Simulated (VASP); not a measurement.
Input of a VASP 6.6.1 run:

File INCAR:

```
SYSTEM = Cd4InO
  PREC = Accurate
  ENCUT = 520
  EDIFF = 1E-7
  ISMEAR = 0
  SIGMA = 0.1
  LREAL = .FALSE.
  LASPH = .TRUE.
  NELM = 60
  ALGO = Normal
  ISIF = 2
  LWAVE = .FALSE.
  LCHARG = .FALSE.
  GGA = PE
  NBANDS = 42
```

The input KPOINTS:

```
Automatic mesh
0
G
  6 6 2
  0 0 0
```

Contents of POSCAR:

```
Cd4InO
1.0
    4.8141694923      0.0000000000      0.0000000000
   -2.4070847462      4.1691930785      0.0000000000
    0.0000000000      0.0000000000      6.7328557172
Cd In O
4 1 1
Direct
    0.3333333333      0.6666666667      0.7800018203
    0.3333333333      0.6666666667      0.2199981797
    0.6666666667      0.3333333333      0.7800018203
    0.6666666667      0.3333333333      0.2199981797
    0.0000000000      0.0000000000      0.5000000000
    0.0000000000      0.0000000000      0.0000000000
```

Potentials or basis: VASP PAW PBE potentials, release 64 (Cd, In_d, O).

Launch:

```bash
$ cat potpaw_PBE.64/Cd/POTCAR potpaw_PBE.64/In_d/POTCAR potpaw_PBE.64/O/POTCAR > POTCAR
$ mpirun -np 1 vasp_std > vasp.out
```

(1) Estimate the pressure.

(2) Estimate the largest force.

(3) Predict the band gap on the k mesh.

Answers

(1) 0.2 GPa.

(2) 0.040 eV/Å.

(3) zero (an odd number of electrons rules out a gap without spin polarisation).

Caveat: the k points lie up to 0.47 Å⁻¹ apart, too coarse for converged energies and pressures of a metal; spin-orbit coupling is left out, which moves the levels of the heavy elements; an odd number of electrons without spin polarisation forces a metal; a magnetic or distorted state may lie lower.
